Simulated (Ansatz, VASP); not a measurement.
# Two plane-wave programs on WSe2

```
W Se
1.0
     3.32068    0.00000    0.00000
    -1.66034    2.87579    0.00000
     0.00000    0.00000   34.89310
W Se
4 8
Direct
  0.66667 0.33333 0.90171
  0.66667 0.33333 0.29464
  0.33333 0.66667 0.70536
  0.33333 0.66667 0.09829
  0.33333 0.66667 0.94500
  0.33333 0.66667 0.33792
  0.66667 0.33333 0.74865
  0.66667 0.33333 0.14158
  0.33333 0.66667 0.85842
  0.33333 0.66667 0.25135
  0.66667 0.33333 0.66208
  0.66667 0.33333 0.05500
```

Change from the starting cell: strain -0.1000 x Voigt [0, 0, 1, 0, 0, 0], atoms carried along.

Alike in both runs: task single point; functional PBE; k mesh 12 × 12 × 1; occupations gaussian, width 0.05 eV; no spin polarisation.

```csv
,VASP,Ansatz
version,VASP 6.6.1,Ansatz 0.2.0
potentials or method,"VASP PAW PBE potentials, release 64 (W_sv, Se), cutoff 520 eV","scalar-relativistic, plane waves, PAW"
valence electrons in the cell,104,184
```

Ansatz gave:

```
gap on the k mesh at the Fermi level (eV) : 0.39
least direct gap on the mesh (eV)         : 1.16
rms of the force components (eV/Å)        : 1.668
```

Problem. What did VASP give for the same quantities?

Solution. gap on the k mesh at the Fermi level (eV): 0.38; least direct gap on the mesh (eV): 1.15; rms of the force components (eV/Å): 1.703.

Atom by atom the forces differ by 0.035 eV/Å (rms over components). With one functional, cell and mesh, what is left measures potentials, basis and numerics. VASP's potentials hold 104 valence electrons a cell and Ansatz's 184, so a difference there can come from the potentials and not from the codes.

Spin-orbit coupling is off throughout.
